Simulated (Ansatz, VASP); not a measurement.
Zr: VASP beside Ansatz

INCAR

```
PREC     = Accurate       # precision mode
ENCUT    = 500            # plane-wave cutoff, eV
EDIFF    = 1E-6           # SCF threshold, eV
ISMEAR   = 0              # smearing method
SIGMA    = 0.15           # smearing width, eV
LREAL    = F              # projectors in reciprocal space
LASPH    = T              # aspherical terms in the spheres
NELM     = 120            # most SCF steps
ALGO     = Normal         # electronic algorithm
ISIF     = 2              # what is computed and relaxed
LWAVE    = F              # write WAVECAR
LCHARG   = F              # write CHGCAR
GGA      = PS             # functional
NBANDS   = 19             # bands
GGA_COMPAT= F
```

The input KPOINTS:

```
Automatic mesh
0
Gamma
  18 18 10
```

Contents of POSCAR:

```
Zr
1.0
    3.2319982225      0.0000000000      0.0000000000
   -1.6159991112      2.7989925657      0.0000000000
    0.0000000000      0.0000000000      5.1470000000
Zr
2
Direct
    0.1262747284      0.5150892477      0.1334272392
    0.6666666667      0.3333333333      0.7500000000
```

Input for Ansatz:

```yaml
crystal:
  lattice:
    - [3.2319982225, 0.0, 0.0]
    - [-1.6159991112, 2.7989925657, 0.0]
    - [0.0, 0.0, 5.147]
  atoms:
    - { symbol: Zr, position: [0.1262747284, 0.5150892477, 0.1334272392] }
    - { symbol: Zr, position: [0.6666666667, 0.3333333333, 0.75] }
basis:
  ecutwfc: 420
kpoints:
  mp_grid: { grid: [18, 18, 10] }
hamiltonian:
  xc: pbesol
scf:
  occupations: { method: gaussian, width: 0.15 }
output:
  forces: true
  stress: true
  eigenvalues: true
```

Alike in both runs: task single point; functional PBEsol; k mesh 18 × 18 × 10; occupations gaussian, width 0.15 eV; no spin polarisation.

|  | VASP | Ansatz |
| --- | --- | --- |
| version | VASP 6.6.1 | Ansatz 0.2.0 |
| potentials or method | VASP PAW PBE potentials, release 64 (Zr_sv), cutoff 500 eV | scalar-relativistic, plane waves, PAW |
| valence electrons in the cell | 24 | 24 |

|  | VASP | Ansatz | Ansatz less VASP |
| --- | --- | --- | --- |
| gap on the k mesh at the Fermi level (eV) | none | none | - |
| pressure (GPa) | 4.9 | 4.6 | -0.30 |
| traceless stress, the component that is largest in VASP (GPa) | -7.40 | -7.18 | +0.220 |
| rms of the force components (eV/Å) | 2.275 | 2.222 | -0.0529 |

VASP's potentials were made for PBE, not for PBEsol. Atom by atom the forces differ by 0.056 eV/Å (rms over components). A gap of «none» marks a metal or a gap that the smearing closes.
